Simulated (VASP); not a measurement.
Here is a VASP 6.6.1 calculation.

POSCAR

```
InO
1.0
    3.4536100000      0.0000000000      0.0000000000
   -1.7268100000      2.9909200000      0.0000000000
    0.0000000000      0.0000000000     15.8771000000
In O
2 2
Direct
    0.6666666667      0.3333333333      0.5900200000
    0.6666666667      0.3333333333      0.4099800000
    0.0000000000      0.0000000000      0.6398700000
    0.0000000000      0.0000000000      0.3601300000
```

Contents of INCAR.step1:

```
PREC = Accurate
ENCUT = 660
ISMEAR = 0
SIGMA = 0.01
LREAL = False
LASPH = True
NELM = 120
NBANDS = 27
GGA = PE
ALGO = Normal
EDIFF = 1E-5
LWAVE = True
LCHARG = False
GGA_COMPAT = False
```

File INCAR.step2:

```
PREC = Accurate
ENCUT = 660
EDIFF = 1E-6
ISMEAR = 0
SIGMA = 0.01
LREAL = False
LASPH = True
NELM = 120
ALGO = Normal
ISIF = 2
LWAVE = False
LCHARG = True
METAGGA = R2SCAN
LMIXTAU = True
LELF = True
LVHAR = True
NBANDS = 27
ISTART = 1
GGA_COMPAT = False
```

Contents of KPOINTS:

```
regular mesh
0
Gamma
  5 5 1
```

Potentials or basis: VASP PAW PBE potentials, release 64 (In_d, O).

Run with:

```console
$ cat potpaw_PBE.64/In_d/POTCAR potpaw_PBE.64/O/POTCAR > POTCAR
$ cp INCAR.step1 INCAR
$ mpirun -np 1 vasp_std > vasp.out
$ cp INCAR.step2 INCAR
$ mpirun -np 1 vasp_std > vasp.out
```

Task: What does it give for the band gap on the k mesh?

Result: 0.80 eV, indirect (least direct gap 1.44 eV).

Task: Predict the largest force.

Result: 0.347 eV/Å.

Forces on the atoms (eV/Å):
```
In   0.000  0.000  0.203
In   0.000  0.000 -0.203
O    0.000  0.000 -0.347
O    0.000  0.000  0.347
```

Caveat: the k points lie up to 0.42 Å⁻¹ apart; the PAW data sets were made with another functional, which shifts forces and pressure a little; spin-orbit coupling is left out, which moves the levels of the heavy elements.
